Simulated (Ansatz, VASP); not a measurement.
**Two plane-wave programs on Nb**

```
CELL_PARAMETERS angstrom
2.87912 0.00000 0.00000
-1.43956 2.49339 0.00000
0.00000 0.00000 10.54450
ATOMIC_POSITIONS crystal
Nb 0.00000 0.00000 0.00000
Nb 0.00000 0.00000 0.50000
Nb 0.33333 0.66667 0.25000
Nb 0.66667 0.33333 0.75000
```

Alike in both runs: functional revPBE; k mesh 12 × 12 × 4; occupations fermi-dirac, width 0.1 eV; no spin polarisation.

Ansatz relaxed the structure, and its values are those at the end. VASP's run is a single point on that final structure, the one shown.

```csv
,VASP,Ansatz
version,VASP 6.6.1,Ansatz 0.2.0
potentials or method,"VASP PAW PBE potentials, release 64 (Nb_sv), cutoff 520 eV","plane waves (420 eV) with PAW, scalar-relativistic"
valence electrons in the cell,52,52
```

```tsv
	VASP	Ansatz	Ansatz less VASP
pressure (GPa)	-0.3	0.0	+0.31
```

VASP's potentials were made for PBE, not for revPBE. With one functional, cell and mesh, what is left measures potentials, basis and numerics.
